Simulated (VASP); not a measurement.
A run of VASP 6.6.1:

File POSCAR:

```
ZrTiN2
1.0
    3.0721581467      0.0000000000      0.0000000000
    0.0000000000      3.0721581467      0.0000000000
    0.0000000000      0.0000000000      4.3374184025
Zr Ti N
1 1 2
Direct
    0.0000000000      0.0000000000      0.0000000000
    0.5000000000      0.5000000000      0.5000000000
    0.0000000000      0.0000000000      0.5000000000
    0.5000000000      0.5000000000      0.0000000000
```

Contents of INCAR.step1:

```
SYSTEM = ZrTiN2
ALGO = Normal
EDIFF = 1E-4
ENCUT = 520
GGA = PE
ISMEAR = -1
LASPH = .TRUE.
LCHARG = .FALSE.
LREAL = .FALSE.
LWAVE = .TRUE.
NBANDS = 25
NELM = 80
PREC = Accurate
SIGMA = 0.1
```

Contents of INCAR.step2:

```
SYSTEM = ZrTiN2
ALGO = Normal
EDIFF = 1E-6
ENCUT = 520
ISIF = 2
ISMEAR = -1
ISTART = 1
LASPH = .TRUE.
LCHARG = .FALSE.
LMIXTAU = .TRUE.
LREAL = .FALSE.
LWAVE = .FALSE.
METAGGA = R2SCAN
NBANDS = 25
NELM = 80
PREC = Accurate
SIGMA = 0.1
```

Contents of KPOINTS:

```
k-points
0
G
  7 7 5
  0 0 0
```

Potentials or basis: VASP PAW PBE potentials, release 64 (Zr_sv, Ti_sv, N).

The run is started by

```console
$ cat potpaw_PBE.64/Zr_sv/POTCAR potpaw_PBE.64/Ti_sv/POTCAR potpaw_PBE.64/N/POTCAR > POTCAR
$ cp INCAR.step1 INCAR
$ mpirun -np 1 vasp_std > vasp.out
$ cp INCAR.step2 INCAR
$ mpirun -np 1 vasp_std > vasp.out
```

Hardware: 1 thread of Intel(R) Xeon(R) Platinum 8481C CPU @ 2.70GHz (Sapphire Rapids), on a shared host.

**Question.** How long does it take, and how much memory?

**Answer.** Wall time 40 s on 1 thread of Intel(R) Xeon(R) Platinum 8481C CPU @ 2.70GHz (Sapphire Rapids), with other jobs on the host, peak memory 0.17 GiB. Counts: k points 30.
